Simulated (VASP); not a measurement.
Wanted: the native input for a VASP 6.6.1 run.

| Property | Result |
| --- | --- |
| Task | single point |
| Functional | PBE |
| Potentials or basis | VASP PAW PBE potentials, release 64 (Ag, Rh_pv) |
| Cutoff | 520 eV |
| k mesh | 12 × 12 × 16 |
| Occupations | gaussian, width 0.1 eV |
| Spin | no spin polarisation |
| Dipole correction | no |
| Further INCAR settings | ALGO = Fast; EDIFF = 1e-06; NBANDS = 28 |

The structure of AgRh2 lies in POSCAR:

```
AgRh2
1.0
    4.4537154095      0.0000000000      0.0000000000
   -2.2268577048      3.8570306859      0.0000000000
    0.0000000000      0.0000000000      2.7099685420
Ag Rh
1 2
Direct
    0.0000000000      0.0000000000      0.0000000000
    0.3333333333      0.6666666667      0.5000000000
    0.6666666667      0.3333333333      0.5000000000
```

These files were run (other wordings do the same):

INCAR

```
SYSTEM = AgRh2
PREC = Accurate
ENCUT = 520
EDIFF = 1E-6
ISMEAR = 0
SIGMA = 0.1
LREAL = .FALSE.
LASPH = .TRUE.
NELM = 80
ALGO = Fast
ISIF = 2
LWAVE = .FALSE.
LCHARG = .TRUE.
GGA = PE
LELF = .TRUE.
LVHAR = .TRUE.
NBANDS = 28
```

KPOINTS

```
Automatic mesh
0
G
  12 12 16
  0 0 0
```

Potentials or basis: VASP PAW PBE potentials, release 64 (Ag, Rh_pv).

Run with:

```console
$ cat potpaw_PBE.64/Ag/POTCAR potpaw_PBE.64/Rh_pv/POTCAR > POTCAR
$ mpirun -np 1 vasp_std > vasp.out
```

Results of the run:

```
Pressure               : 0.0 GPa
Band gap on the k mesh : zero (an odd number of electrons rules out a gap without spin polarisation)
```

Wall time 100 s on 1 thread of Intel(R) Xeon(R) 6975P-C (Granite Rapids) (shared host), peak memory 0.31 GiB.
